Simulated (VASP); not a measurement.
Input of a VASP 6.6.1 run:

POSCAR

```
PtSe2
1.0
    3.7291967658      0.0000000000      0.0000000000
   -1.8645983829      3.2295791349      0.0000000000
    0.0000000000      0.0000000000      5.2719648421
Pt Se
1 2
Direct
    0.0000000000      0.0000000000      0.0000000000
    0.3333333333      0.6666666667      0.2463819557
    0.6666666667      0.3333333333      0.7536180443
```

The input INCAR.step1:

```
SYSTEM = PtSe2
PREC     = Accurate       ! precision mode
ENCUT    = 520            ! plane-wave cutoff, eV
ISMEAR   = 0              ! smearing method
SIGMA    = 0.02           ! smearing width, eV
LREAL    = .False.        ! projectors in reciprocal space
LASPH    = .True.         ! aspherical terms in the spheres
NELM     = 100            ! most SCF steps
NBANDS   = 18             ! bands
GGA      = PE             ! functional
ALGO     = Normal         ! electronic algorithm
EDIFF    = 1E-4           ! SCF threshold, eV
LWAVE    = .True.         ! write WAVECAR
LCHARG   = .False.        ! write CHGCAR
```

INCAR.step2

```
SYSTEM = PtSe2
PREC     = Accurate       ! precision mode
ENCUT    = 520            ! plane-wave cutoff, eV
EDIFF    = 1E-6           ! SCF threshold, eV
ISMEAR   = 0              ! smearing method
SIGMA    = 0.02           ! smearing width, eV
LREAL    = .False.        ! projectors in reciprocal space
LASPH    = .True.         ! aspherical terms in the spheres
NELM     = 100            ! most SCF steps
ALGO     = Normal         ! electronic algorithm
ISIF     = 2              ! what is computed and relaxed
LWAVE    = .False.        ! write WAVECAR
LCHARG   = .False.        ! write CHGCAR
METAGGA  = R2SCAN         ! meta-GGA
LMIXTAU  = .True.       
LUSE_VDW = .True.       
IVDW_NL  = 2            
BPARAM   = 11.95        
CPARAM   = 0.0093       
NBANDS   = 18             ! bands
ISTART   = 1
```

File KPOINTS:

```
Automatic mesh
0
Gamma
  14 14 10
  0 0 0
```

Potentials or basis: VASP PAW PBE potentials, release 64 (Pt, Se).

Run with:

```console
$ cat potpaw_PBE.64/Pt/POTCAR potpaw_PBE.64/Se/POTCAR > POTCAR
$ cp INCAR.step1 INCAR
$ mpirun -np 1 vasp_std > vasp.out
$ cp INCAR.step2 INCAR
$ mpirun -np 1 vasp_std > vasp.out
```

(1) What does it give for the pressure?

(2) What does it give for the band gap on the k mesh?

(3) Estimate the largest force.

Answers

(1) 0.5 GPa.

(2) zero (band 11 reaches 5.96 eV, above the bottom of band 12 at 5.72 eV).

(3) 0.038 eV/Å.

Caveat: the PAW data sets were made with another functional, which shifts forces and pressure a little; spin-orbit coupling is left out, which moves the levels of the heavy elements.
